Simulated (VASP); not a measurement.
A run of VASP 6.6.1 is set up as follows.

Contents of INCAR:

```
SYSTEM = PdI
PREC = Accurate
ENCUT = 600
EDIFF = 1E-6
ISMEAR = -1
SIGMA = 0.1
LREAL = .False.
LASPH = .True.
NELM = 80
ALGO = Normal
ISIF = 3
LWAVE = .False.
LCHARG = .False.
GGA = CA
IBRION = 2
NSW = 60
EDIFFG = -0.005
```

Contents of KPOINTS:

```
regular mesh
0
Gamma
  13 13 13
  0 0 0
```

POSCAR

```
PdI
1.0
    0.0000000000      2.6731334285      2.6731334285
    2.6731334285      0.0000000000      2.6731334285
    2.6731334285      2.6731334285      0.0000000000
Pd I
1 1
Direct
    0.0000000000      0.0000000000      0.0000000000
    0.5000000000      0.5000000000      0.5000000000
```

Potentials or basis: VASP PAW LDA potentials, release 64 (Pd, I).

The run is started by

```bash
$ cat potpaw_LDA.64/Pd/POTCAR potpaw_LDA.64/I/POTCAR > POTCAR
$ mpirun -np 1 vasp_std > vasp.out
```

What does it give for the space group after relaxing (to 0.05 Å)?

Fm-3m (No. 225).

Predict the relaxed volume.

21.67 Å³/atom.

What does it give for the relaxed cell?

a = 3.943 Å, b = 3.943 Å, c = 3.943 Å, α = 60.00°, β = 60.00°, γ = 60.00°.

Final structure:
```xyz
2
Lattice="0.0000 2.7878 2.7878 2.7878 0.0000 2.7878 2.7878 2.7878 0.0000" Properties=species:S:1:pos:R:3 pbc="T T T"
Pd    2.7878    2.7878    0.0000
I     2.7878    2.7878    2.7878
```

Caveat: an odd number of electrons without spin polarisation forces a metal; a magnetic or distorted state may lie lower.
